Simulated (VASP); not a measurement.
Write the native input for VASP 6.6.1 that does the following.

```
Task                   : relaxation of cell and atoms
Functional             : PBEsol
Potentials or basis    : VASP PAW PBE potentials, release 64 (Ag)
Cutoff                 : 600 eV
k mesh                 : 18 × 18 × 18
Occupations            : gaussian, width 0.1 eV
Spin                   : no spin polarisation
Target pressure        : 4 GPa
Dipole correction      : no
Further INCAR settings : ALGO = Normal; EDIFF = 1e-06; IBRION = 2; EDIFFG = -0.008; NSW = 70; ISIF = 3
```

The structure of Ag lies in POSCAR:

```
Ag
1.0
   -1.5950262073      1.5950262073      1.5950262073
    1.5950262073     -1.5950262073      1.5950262073
    1.5950262073      1.5950262073     -1.5950262073
Ag
1
Direct
    0.0000000000      0.0000000000      0.0000000000
```

This isn't the form of Ag at room conditions, which is fcc.

One way to write it, as run:

INCAR

```
SYSTEM = Ag
  ALGO = Normal
  EDIFF = 1E-6
  EDIFFG = -0.008
  ENCUT = 600
  GGA = PS
  IBRION = 2
  ISIF = 3
  ISMEAR = 0
  LASPH = .True.
  LCHARG = .False.
  LREAL = .False.
  LWAVE = .False.
  NELM = 60
  NSW = 70
  PREC = Accurate
  PSTRESS = 40.0
  SIGMA = 0.1
```

KPOINTS

```
k-points
0
Gamma
  18 18 18
  0 0 0
```

Potentials or basis: VASP PAW PBE potentials, release 64 (Ag).

Run with:

```console
$ cat potpaw_PBE.64/Ag/POTCAR > POTCAR
$ mpirun -np 1 vasp_std > vasp.out
```

Results of the run:

- Relaxed volume: 16.21 Å³/atom
- Relaxed cell: a = 2.762 Å, b = 2.762 Å, c = 2.762 Å, α = 109.47°, β = 109.47°, γ = 109.47°
- Space group after relaxing (to 0.1 Å): Im-3m (No. 229)
- Energy change on relaxing (the run minimises the enthalpy): +0.4 meV/atom
- Ionic steps: 3
- Pressure after relaxing: 4.0 GPa
- Band gap on the k mesh: zero (an odd number of electrons rules out a gap without spin polarisation)

Caveat: the cell is relaxed towards a set pressure, so the run minimises the enthalpy, not the energy; the PAW data sets were made with another functional, which shifts forces and pressure a little.

Wall time 44 s on 1 thread of Intel Xeon 8259CL (shared host), peak memory 0.17 GiB.
